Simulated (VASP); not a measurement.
# Sr2NbH4 (Fmmm) in VASP: single point with PBE

Aim: the single point of Sr2NbH4 with PBE.

All numbers are computed with VASP 6.6.1; they aren't measurements. Logs are shortened: lines on timing, memory, paths and dates and some standing lists are left out, and cuts for length are marked.

### 1 The cell of the first run

It takes space group Fmmm (No. 69, orthorhombic). Conventional cell: a = 6.596 Å, b = 7.432 Å, c = 10.062 Å, α = 90.00°, β = 90.00°, γ = 90.00°. Sr (site symmetry 2/m) has 8 H at 2.53 to 2.91 Å and 2 Nb at 3.13 Å and 2 Sr at 3.30 Å within 3.3 Å. Nb (site symmetry mmm) has 4 H at 1.96 Å within 2.6 Å. H (site symmetry m) has 1 Nb at 1.96 Å and 1 H at 2.25 Å and 2 Sr at 2.53 Å within 2.6 Å.

### 2 Single point, PBE

File INCAR:

```
PREC = Accurate ; ENCUT = 520
EDIFF = 1E-7 ; ISMEAR = 0
SIGMA = 0.1 ; LREAL = False
LASPH = True ; NELM = 60
ALGO = Normal ; ISIF = 2
LWAVE = False ; LCHARG = False
GGA = PE ; NBANDS = 28
```

File KPOINTS:

```
Automatic mesh
0
Gamma
  4 4 4
```

File POSCAR:

```
Sr2NbH4
1.0
    0.0000000000      5.0308918594      3.2979320790
    3.7161976197      0.0000000000      3.2979320790
    3.7161976197      5.0308918594      0.0000000000
Sr Nb H
2 1 4
Direct
    0.5000000000      0.5000000000      0.0000000000
    0.0000000000      0.0000000000      0.5000000000
    0.5000000000      0.5000000000      0.5000000000
    0.8446823003      0.5588172622      0.4411827378
    0.4411827378      0.1553176997      0.8446823003
    0.5588172622      0.8446823003      0.1553176997
    0.1553176997      0.4411827378      0.5588172622
```

Potentials or basis: VASP PAW PBE potentials, release 64 (Sr_sv, Nb_sv, H).

Command:

```console
cat potpaw_PBE.64/Sr_sv/POTCAR potpaw_PBE.64/Nb_sv/POTCAR potpaw_PBE.64/H/POTCAR > POTCAR
mpirun -np 1 vasp_std > vasp.out
```

OUTCAR:

```text
PREC = Accurate
   ENCUT = 520
   EDIFF = 1E-7
   ISMEAR = 0
   LREAL = False
   LASPH = True
   NELM = 60
   ISIF = 2
   GGA = PE

 ion  position               nearest neighbor table
   1  0.500  0.500  0.000-   7 2.53   5 2.53   6 2.53   4 2.53   7 2.91   5 2.91   6 2.91   4 2.91
                             3 3.13   3 3.13   2 3.30   2 3.30   2 3.72   2 3.72   2 5.03   2 5.03
   2  0.000  0.000  0.500-   6 2.53   4 2.53   7 2.53   5 2.53   7 2.91   5 2.91   6 2.91   4 2.91
                             3 3.13   3 3.13   1 3.30   1 3.30   1 3.72   1 3.72   1 5.03   1 5.03
   3  0.500  0.500  0.500-   4 1.96   5 1.96   6 1.96   7 1.96   1 3.13   1 3.13   2 3.13   2 3.13

   4  0.845  0.559  0.441-   3 1.96   1 2.53   2 2.53   1 2.91   2 2.91
   5  0.441  0.155  0.845-   3 1.96   1 2.53   2 2.53   2 2.91   1 2.91
   6  0.559  0.845  0.155-   3 1.96   1 2.53   2 2.53   2 2.91   1 2.91
   7  0.155  0.441  0.559-   3 1.96   2 2.53   1 2.53   2 2.91   1 2.91

  LATTYP: Found a face centered orthorhombic cell.
 ALAT       =     6.5958641580
 B/A-ratio  =     1.1268266085
 C/A-ratio  =     1.5254686085

  Lattice vectors:

 A1 = (   3.7161976197,   5.0308918594,   0.0000000000)
 A2 = (   0.0000000000,   5.0308918594,   3.2979320790)
 A3 = (   3.7161976197,   0.0000000000,   3.2979320790)

Analysis of symmetry for initial positions (statically):
=====================================================================
 Subroutine PRICEL returns:
 Original cell was already a primitive cell.

 Routine SETGRP: Setting up the symmetry group for a
 face centered orthorhombic supercell.

 Subroutine GETGRP returns: Found  8 space group operations
 (whereof  8 operations were pure point group operations)
 out of a pool of  8 trial point group operations.

The static configuration has the point symmetry D_2h.

Analysis of symmetry for dynamics (positions and initial velocities):
=====================================================================
 Subroutine PRICEL returns:
 Original cell was already a primitive cell.

 Routine SETGRP: Setting up the symmetry group for a
 face centered orthorhombic supercell.

 Subroutine GETGRP returns: Found  8 space group operations
 (whereof  8 operations were pure point group operations)
 out of a pool of  8 trial point group operations.

The dynamic configuration has the point symmetry D_2h.

 Subroutine INISYM returns: Found  8 space group operations
 (whereof  8 operations are pure point group operations),
 and found     1 'primitive' translations

----------------------------------------------------------------------------------------

                                     Primitive cell

  volume of cell :     123.3149

  direct lattice vectors                    reciprocal lattice vectors
     0.000000000  5.030891859  3.297932079    -0.134546128  0.099385957  0.151610157
     3.716197620  0.000000000  3.297932079     0.134546128 -0.099385957  0.151610157
     3.716197620  5.030891859  0.000000000     0.134546128  0.099385957 -0.151610157

  length of vectors
     6.015499056  4.968549159  6.254598121     0.225756215  0.225756215  0.225756215

  position of ions in fractional coordinates (direct lattice)
     0.500000000  0.500000000  0.000000000
     0.000000000  0.000000000  0.500000000
     0.500000000  0.500000000  0.500000000
     0.844682300  0.558817262  0.441182738
     0.441182738  0.155317700  0.844682300
     0.558817262  0.844682300  0.155317700
     0.155317700  0.441182738  0.558817262

  ion indices of the primitive-cell ions
   primitive index   ion index
                 1           1
                 2           2
                 3           3
                 4           4
                 5           5
                 6           6
                 7           7

----------------------------------------------------------------------------------------

 KPOINTS: Automatic mesh

Automatic generation of k-mesh.
 Grid dimensions read from file:
 generate k-points for:    4    4    4

 Generating k-lattice:

  Cartesian coordinates                     Fractional coordinates (reciprocal lattice)
    -0.033636532  0.024846489  0.037902539     0.250000000 -0.000000000  0.000000000
     0.033636532 -0.024846489  0.037902539    -0.000000000  0.250000000  0.000000000
     0.033636532  0.024846489 -0.037902539     0.000000000  0.000000000  0.250000000

  Length of vectors
     0.056439054  0.056439054  0.056439054

  Shift w.r.t. Gamma in fractional coordinates (k-lattice)
     0.000000000  0.000000000  0.000000000

 Subroutine IBZKPT returns following result:
 ===========================================

 Found     18 irreducible k-points:

 Following reciprocal coordinates:
            Coordinates               Weight
  0.000000  0.000000  0.000000      1.000000
  0.250000 -0.000000  0.000000      8.000000
  0.500000 -0.000000  0.000000      4.000000
  0.250000  0.250000  0.000000      2.000000
  0.500000  0.250000  0.000000      8.000000
 -0.250000  0.250000  0.000000      4.000000
[... 10 lines left out ...]
 -0.250000  0.250000  0.500000      2.000000
  0.000000  0.500000  0.500000      1.000000
   k-points           NKPTS =     18   k-points in BZ     NKDIM =     18   number of bands    NBANDS=     28
   number of dos      NEDOS =    301   number of ions     NIONS =      7
   total plane-waves  NPLWV =  92160
   dimension x,y,z NGX =    48 NGY =   40 NGZ =   48
   dimension x,y,z NGXF=    96 NGYF=   80 NGZF=   96
   ions per type =               2   1   4
   NGX,Y,Z   is equivalent  to a cutoff of  13.27, 13.38, 12.76 a.u.
   NGXF,Y,Z  is equivalent  to a cutoff of  26.53, 26.77, 25.52 a.u.
 SYSTEM =  unknown system
   PREC   = accura    normal or accurate (medium, high low for compatibility)
   ISTART =      0    job   : 0-new  1-cont  2-samecut
   ICHARG =      2    charge: 1-file 2-atom 10-const
   ISPIN  =      1    spin polarized calculation?
   LNONCOLLINEAR =      F non collinear calculations
   LSORBIT =      F    spin-orbit coupling
   LASPH  =      T    aspherical Exc in radial PAW
   ENCUT  =  520.0 eV  38.22 Ry    6.18 a.u.  11.18  9.24 11.63*2*pi/ulx,y,z
   NELM   =     60;   NELMIN=  2; NELMDL= -5     # of ELM steps
   EDIFF  = 0.1E-06   stopping-criterion for ELM
   LREAL  =      F    real-space projection
   EDIFFG = 0.1E-05   stopping-criterion for IOM
   NSW    =      0    number of steps for IOM
   IBRION =     -1    ionic relax: 0-MD 1-quasi-New 2-CG
   NFREE  =      0    steps in history (QN), initial steepest desc. (CG)
   ISIF   =      2    stress and relaxation
   ISYM   =      2    0-nonsym 1-usesym 2-fastsym
   POTIM  = 0.5000    time-step for ionic-motion
   TEBEG  =    0.0;   TEEND  =   0.0 temperature during run
   PSTRESS=    0.0 pullay stress
   NELECT =      37.0000    total number of electrons
   NUPDOWN=      -1.0000    fix difference up-down
   EMIN   =  10.00;   EMAX   =-10.00  energy-range for DOS
   EFERMI =   0.00;   METHOD = LEGACY
   ISMEAR =     0;   SIGMA  =   0.10  broadening in eV -4-tet -1-fermi 0-gaus
   EFERMI_NEDOS =   21; number of points for ismear=-14 and -15
   IALGO  =     38    algorithm
   IMIX   =      4    mixing-type and parameters
     AMIX     =   0.40;   BMIX     =  1.00
     AMIX_MAG =   1.60;   BMIX_MAG =  1.00
  volume/ion in A,a.u.               =      17.62       118.88
  Fermi-wavevector in a.u.,A,eV,Ry     =   1.095982  2.071106 16.343011  1.201177
  Thomas-Fermi vector in A             =   2.232316
   LORBIT       =      0    0 simple, 1 ext, 2 COOP (PROOUT), +10 PAW based schemes
   GGA     = PE    functional components
   LHFCALC =     F    Hartree Fock is set to
   AEXX    =    0.0000 exact exchange contribution
   IVDW    =     0    specifies the selected vdW correction
   LEPSILON=     F    determine dielectric tensor
   LRPA    =     F    only Hartree local field effects (RPA)
 non-spin polarized calculation
 Gauss-broadening in eV      SIGMA  =   0.10
  energy-cutoff  :      520.00
  volume of cell :      123.31
 maximum number of plane-waves:      3342
 NGX is ok and might be reduce to    48
   NGX = 23   NGY = 19   NGZ = 23

 number of electron      37.0000001 magnetization

 Free energy of the ion-electron system (eV)
  ---------------------------------------------------
  ext. energy  EPLUGINS =         0.00000000
  ---------------------------------------------------
  free energy    TOTEN  =       -25.54224904 eV

  energy without entropy =      -25.51020296  energy(sigma->0) =      -25.52622600

 E-fermi :   2.8680     XC(G=0):  -8.7055

 val. band max:        2.8465482410   @ k =   0.0000   0.2500   0.2500
 cond. band min:       2.9169842526   @ k =   0.5000   0.0000   0.2500
 fundamental gap:      0.0704360116
 Fermi energy:         2.8680159304

 k-point     1 :       0.0000    0.0000    0.0000
  band No.  band energies     occupation
      1     -51.8874      2.00000
      2     -33.0120      2.00000
      3     -32.8709      2.00000
      4     -28.0844      2.00000
      5     -27.9532      2.00000
      6     -27.9286      2.00000
[... 20 lines left out ...]
     27       7.8794      0.00000
     28       7.9465      0.00000

 k-point     2 :       0.2500   -0.0000    0.0000
  band No.  band energies     occupation
      1     -51.8874      2.00000
      2     -32.9920      2.00000
      3     -32.8922      2.00000
      4     -28.0848      2.00000
      5     -27.9523      2.00000
      6     -27.9254      2.00000
[... 20 lines left out ...]
     27       7.3618      0.00000
     28       7.6178      0.00000

 k-point     3 :       0.5000   -0.0000    0.0000
  band No.  band energies     occupation
      1     -51.8874      2.00000
      2     -32.9441      2.00000
      3     -32.9413      2.00000
      4     -28.0852      2.00000
      5     -27.9517      2.00000
      6     -27.9219      2.00000
[... 430 lines left out ...]
      3     -32.9283      2.00000
      4     -28.0851      2.00000
      5     -27.9482      2.00000
      6     -27.9166      2.00000
[... 20 lines left out ...]
     27       6.6373      0.00000
     28       6.8122      0.00000

 k-point    18 :       0.0000    0.5000    0.5000
  band No.  band energies     occupation
      1     -51.8873      2.00000
      2     -32.9828      2.00000
      3     -32.9029      2.00000
      4     -28.0857      2.00000
      5     -27.9489      2.00000
      6     -27.9166      2.00000
[... 20 lines left out ...]
     27       6.5366      0.00000
     28       7.1772      0.00000

------------------------ aborting loop because EDIFF is reached ----------------------------------------

  FORCE on cell =-STRESS in cart. coord.  units (eV):
  Direction    XX          YY          ZZ          XY          YZ          ZX
  --------------------------------------------------------------------------------------
  -------------------------------------------------------------------------------------
  Total        0.1115492      0.2663262      0.1125238      0.0000000      0.0000000      0.0000000
  in kB        1.4493112      3.4602619      1.4619735      0.0000000      0.0000000      0.0000000
  external PRESSURE =       2.1238489 kB  Pullay stress =       0.0000000 kB

 VOLUME and BASIS-vectors are now :
 -----------------------------------------------------------------------------
  energy-cutoff  :      520.00
  volume of cell :      123.31
      direct lattice vectors                 reciprocal lattice vectors
     0.000000000  5.030891859  3.297932079    -0.134546128  0.099385957  0.151610157
     3.716197620  0.000000000  3.297932079     0.134546128 -0.099385957  0.151610157
     3.716197620  5.030891859  0.000000000     0.134546128  0.099385957 -0.151610157

 POSITION                                       TOTAL-FORCE (eV/Angst)
 -----------------------------------------------------------------------------------
      1.85810      2.51545      3.29793        -0.000000     -0.000000     -0.000000
      1.85810      2.51545      0.00000        -0.000000      0.000000     -0.000000
      3.71620      5.03089      3.29793         0.000000      0.000000     -0.000000
      3.71620      6.46905      4.62865        -0.000000      0.003135      0.013834
      3.71620      6.46905      1.96722        -0.000000      0.003135     -0.013834
      3.71620      3.59274      4.62865        -0.000000     -0.003135      0.013834
      3.71620      3.59274      1.96722        -0.000000     -0.003135     -0.013834
 -----------------------------------------------------------------------------------
    total drift:                               -0.000000     -0.000000      0.000000

  FREE ENERGIE OF THE ION-ELECTRON SYSTEM (eV)
  ---------------------------------------------------
  free  energy   TOTEN  =       -25.5422490380 eV

  energy  without entropy=      -25.5102029573  energy(sigma->0) =      -25.52622600
```

It took 62 s on 1 thread of Intel Xeon 6975P-C (Granite Rapids), shared host; peak memory 0.3 GiB.

What came out:

| Quantity | Value |
| --- | --- |
| Free energy | -25.5422 eV |
| Pressure | 0.2 GPa |
| Largest force | 0.014 eV/Å |

Forces in eV/Å, atoms in the order of the input:
```
Sr   0.000  0.000  0.000
Sr   0.000  0.000  0.000
Nb   0.000  0.000  0.000
H    0.000  0.003  0.014
H    0.000  0.003 -0.014
H    0.000 -0.003  0.014
H    0.000 -0.003 -0.014
```

Stress tensor (GPa, compression positive):
```
0.14 0.00 0.00
0.00 0.35 0.00
0.00 0.00 0.15
```

Levels at points of the mesh, in eV from the Fermi level:
| k point | band 14 | band 15 | band 16 | band 17 | band 18 | band 19 | band 20 | band 21 | band 22 | band 23 |
| --- | --- | --- | --- | --- | --- | --- | --- | --- | --- | --- |
| (0.00, 0.00, 0.00) | -5.41 | -2.14 | -1.91 | -1.43 | -0.85 | -0.51 | -0.31 | 1.12 | 1.70 | 1.79 |
| (0.50, 0.00, 0.00) | -4.49 | -4.17 | -2.70 | -0.74 | -0.41 | 0.50 | 0.77 | 1.07 | 2.12 | 2.71 |
| (0.50, 0.50, 0.00) | -4.18 | -3.84 | -3.70 | -1.04 | -0.97 | 0.22 | 0.64 | 0.79 | 1.48 | 1.90 |
| (0.50, 0.00, 0.50) | -4.68 | -4.44 | -3.55 | -0.57 | -0.11 | 0.66 | 0.69 | 1.10 | 1.89 | 2.27 |
| (0.00, 0.50, 0.50) | -4.67 | -3.22 | -3.03 | -0.78 | 0.23 | 0.50 | 0.90 | 0.94 | 1.13 | 1.54 |
